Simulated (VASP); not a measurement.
Wanted: the native input for a VASP 6.6.1 run.

```yaml
Task: single point
Functional: PBE
Potentials_or_basis: VASP PAW PBE potentials, release 64 (Sn_d, O)
Cutoff: 520 eV
k_mesh: 2 × 2 × 2, shifted
Occupations: fermi-dirac, width 0.0388 eV
Spin: no spin polarisation
Dipole_correction: no
Further_INCAR_settings: LREAL = Auto; ALGO = Normal; EDIFF = 1e-06; NBANDS = 93
```

The structure of SnO2 lies in POSCAR:

```
SnO2
1.0
    0.0000000000     -4.7530888199      3.1969861243
   -4.7530888199      0.0000000000      3.1969861243
   -4.7530888199     -4.7530888199     -3.1969861243
Sn O
6 12
Direct
    0.3287615516      0.3340541099      0.6732676931
    0.6573246942      0.6609021574      0.3367884349
    0.0071148609     -0.0055728885     -0.0058725109
    0.3218993846      0.3333260594      0.1650456500
    0.6804311103      0.6718615250      0.8314905626
    1.0008427153      1.0070978056      0.4988113560
    0.2396126396      0.2241117721      0.4617422322
    0.5820253379      0.5693561027      0.1217460678
    0.8966400324      0.9114539782      0.7940933632
    0.0293936392      0.6369097428      0.1748764759
    0.3562209853      0.9602078050      0.8169508639
    0.7013890530      0.3155178712      0.5198694213
    0.1076507384      0.0872545279      0.2033638578
    0.4326985961      0.4347124444      0.8753510187
    0.7719640819      0.7740202185      0.5345526350
    0.6419418634      0.0259176082      0.1722770891
    0.9722323190      0.3619967207      0.8282696964
    0.2951333633      0.6861580360      0.5003865908
```

This cell differs from its parent crystal: dynamics (nve) at 450 K, volume x 1.01, from the last frame before.

The input as run:

INCAR

```
PREC = Accurate ; ENCUT = 520
EDIFF = 1E-6 ; ISMEAR = -1
SIGMA = 0.0388 ; LREAL = Auto
LASPH = True ; NELM = 80
ALGO = Normal ; ISIF = 2
LWAVE = False ; LCHARG = True
GGA = PE ; LELF = True
LVHAR = True ; NBANDS = 93
```

KPOINTS

```
Automatic mesh
0
Gamma
  2 2 2
  0.5 0.5 0.5
```

Potentials or basis: VASP PAW PBE potentials, release 64 (Sn_d, O).

Command:

```console
$ cat potpaw_PBE.64/Sn_d/POTCAR potpaw_PBE.64/O/POTCAR > POTCAR
$ mpirun -np 1 vasp_std > vasp.out
```

It gave:

```yaml
Pressure: 9.6 GPa
Largest_force: 1.701 eV/Å
Band_gap_on_the_k_mesh: 2.75 eV, direct
```

Caveat: the k points lie up to 0.59 Å⁻¹ apart; spin-orbit coupling is left out, which moves the levels of the heavy elements; forces of over 1 eV/Å act on the atoms, so gaps and moduli don't describe the material at rest.

It took 3.1 min on 1 thread of AMD EPYC 7R43 64-Core Processor (Zen 3), on a shared host, peak memory 0.32 GiB.
